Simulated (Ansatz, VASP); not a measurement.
## Mo: VASP beside Ansatz

File POSCAR:

```
Mo
1.0
   -1.5764210372      1.5764210372      1.5764210372
    1.5764210372     -1.5764210372      1.5764210372
    1.5764210372      1.5764210372     -1.5764210372
Mo
1
Direct
    0.0000000000      0.0000000000      0.0000000000
```

The input INCAR.step1:

```
PREC = Accurate
ENCUT = 520
ISMEAR = 1
SIGMA = 0.2
LREAL = False
LASPH = True
NELM = 100
NBANDS = 13
GGA = PE
ALGO = Normal
EDIFF = 1E-4
LWAVE = True
LCHARG = False
```

INCAR.step2

```
PREC = Accurate
ENCUT = 520
EDIFF = 1E-6
ISMEAR = 1
SIGMA = 0.2
LREAL = False
LASPH = True
NELM = 100
ALGO = Normal
ISIF = 2
LWAVE = False
LCHARG = True
METAGGA = R2SCAN
LMIXTAU = True
LELF = True
LVHAR = True
NBANDS = 13
ISTART = 1
```

Contents of KPOINTS:

```
regular mesh
0
Gamma
  14 14 14
```

Input for Ansatz:

```yaml
crystal:
  lattice:
    - [-1.5764210372, 1.5764210372, 1.5764210372]
    - [1.5764210372, -1.5764210372, 1.5764210372]
    - [1.5764210372, 1.5764210372, -1.5764210372]
  atoms:
    - { symbol: Mo, position: [0.0, 0.0, 0.0] }
hamiltonian:
  xc: r2scan
  pseudopotentials:
    kind: paw
    azcp:
      Mo: "pseudopotentials/Mo.paw.azcp"
basis:
  ecutwfc: 500
  fft_grid_basis: typed
kpoints:
  mp_grid: { grid: [14, 14, 14], shift: [0, 0, 0] }
magnetization:
  spin_polarized: false
scf:
  occupations: { method: methfessel_paxton, width: 0.2 }
  lower_state_search: "off"
output:
  stress: true
```

Alike in both runs: task single point; functional r2SCAN; k mesh 14 × 14 × 14; occupations methfessel-paxton of order 1, width 0.2 eV; no spin polarisation.

|  | VASP | Ansatz |
| --- | --- | --- |
| version | VASP 6.6.1 | Ansatz 0.2.0 |
| potentials or method | VASP PAW PBE potentials, release 64 (Mo_sv), cutoff 520 eV | plane waves (500 eV) with PAW, scalar-relativistic |
| valence electrons in the cell | 14 | 14 |

|  | VASP | Ansatz | Ansatz less VASP |
| --- | --- | --- | --- |
| pressure (GPa) | 1.3 | 0.2 | -1.14 |

VASP's potentials were made for PBE, not for r2SCAN.
